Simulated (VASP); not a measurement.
Here is a VASP 6.6.1 calculation.

File INCAR:

```
  ALGO = Fast
  EDIFF = 1E-6
  EDIFFG = -0.01
  ENCUT = 600
  GGA = PS
  IBRION = 2
  ISIF = 3
  ISMEAR = 0
  LASPH = T
  LCHARG = F
  LREAL = F
  LWAVE = F
  NELM = 80
  NSW = 65
  PREC = Accurate
  SIGMA = 0.1
```

File KPOINTS:

```
k-points
0
Gamma
  12 12 4
```

POSCAR

```
TiAl5
1.0
    3.2124590049      0.0000000000      0.0000000000
    0.0000000000      3.2124590049      0.0000000000
    0.0000000000      0.0000000000      9.6373770147
Al Ti
5 1
Direct
    0.0000000000      0.0000000000      0.0000000000
    0.5000000000      0.5000000000      0.1666666667
    0.0000000000      0.0000000000      0.3333333333
    0.5000000000      0.5000000000      0.5000000000
    0.0000000000      0.0000000000      0.6666666667
    0.5000000000      0.5000000000      0.8333333333
```

Potentials or basis: VASP PAW PBE potentials, release 64 (Al, Ti_sv).

Launch:

```console
$ cat potpaw_PBE.64/Al/POTCAR potpaw_PBE.64/Ti_sv/POTCAR > POTCAR
$ mpirun -np 1 vasp_std > vasp.out
```

Problem. What does it give for the relaxed cell?

Solution. a = 3.427 Å, b = 3.427 Å, c = 8.329 Å, α = 90.00°, β = 90.00°, γ = 90.00°.

Problem. Predict the relaxed volume.

Solution. 16.30 Å³/atom.

Problem. Predict the space group after relaxing (to 0.05 Å).

Solution. P4/mmm (No. 123).

Forces in eV/Å, atoms in the order of the input:
```
Al   0.000  0.000 -0.009
Al   0.000  0.000  0.002
Al   0.000  0.000  0.000
Al   0.000  0.000 -0.002
Al   0.000  0.000  0.009
Ti   0.000  0.000  0.000
```

Caveat: the PAW data sets were made with another functional, which shifts forces and pressure a little.
